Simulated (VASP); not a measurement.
Set up this calculation in VASP 6.6.1, as the native input.

```yaml
Task: single point
Functional: PBEsol
Potentials_or_basis: VASP PAW PBE potentials, release 64 (Si, C)
Cutoff: 520 eV
k_mesh: 12 × 12 × 4
Occupations: gaussian, width 0.02 eV
Spin: no spin polarisation
Dipole_correction: no
Further_INCAR_settings: ALGO = Normal; EDIFF = 1e-06; NBANDS = 26
```

The structure of SiC lies in POSCAR:

```
SiC
1.0
    3.0780369129     -0.0000000029      0.0000000000
   -1.5390184539      2.6656581618      0.0000000000
    0.0000000000      0.0000000000     10.0756977120
Si C
4 4
Direct
    0.6666666667      0.3333333333      0.9378298151
    0.3333333333      0.6666666667      0.4378298151
    0.0000000000      0.0000000000      0.6878977743
    0.0000000000      0.0000000000      0.1878977743
    0.6666666667      0.3333333333      0.7498180129
    0.3333333333      0.6666666667      0.2498180129
    0.0000000000      0.0000000000      0.5004533977
    0.0000000000      0.0000000000      0.0004533977
```

One way to write it, as run:

INCAR

```
SYSTEM = SiC
ALGO = Normal
EDIFF = 1E-6
ENCUT = 520
GGA = PS
ISIF = 2
ISMEAR = 0
LASPH = .TRUE.
LCHARG = .FALSE.
LREAL = .FALSE.
LWAVE = .FALSE.
NBANDS = 26
NELM = 60
PREC = Accurate
SIGMA = 0.02
```

KPOINTS

```
k-points
0
G
  12 12 4
  0 0 0
```

Potentials or basis: VASP PAW PBE potentials, release 64 (Si, C).

The run is started by

```sh
$ cat potpaw_PBE.64/Si/POTCAR potpaw_PBE.64/C/POTCAR > POTCAR
$ mpirun -np 1 vasp_std > vasp.out
```

Results of the run:

| Quantity | Value |
| --- | --- |
| Pressure | 0.4 GPa |
| Largest force | 0.004 eV/Å |
| Band gap on the k mesh | 2.11 eV, indirect (least direct gap 3.23 eV) |

Caveat: the PAW data sets were made with another functional, which shifts forces and pressure a little.

Wall time 36 s on 1 thread of Intel(R) Xeon(R) 6975P-C (Granite Rapids) (shared host), peak memory 0.24 GiB.
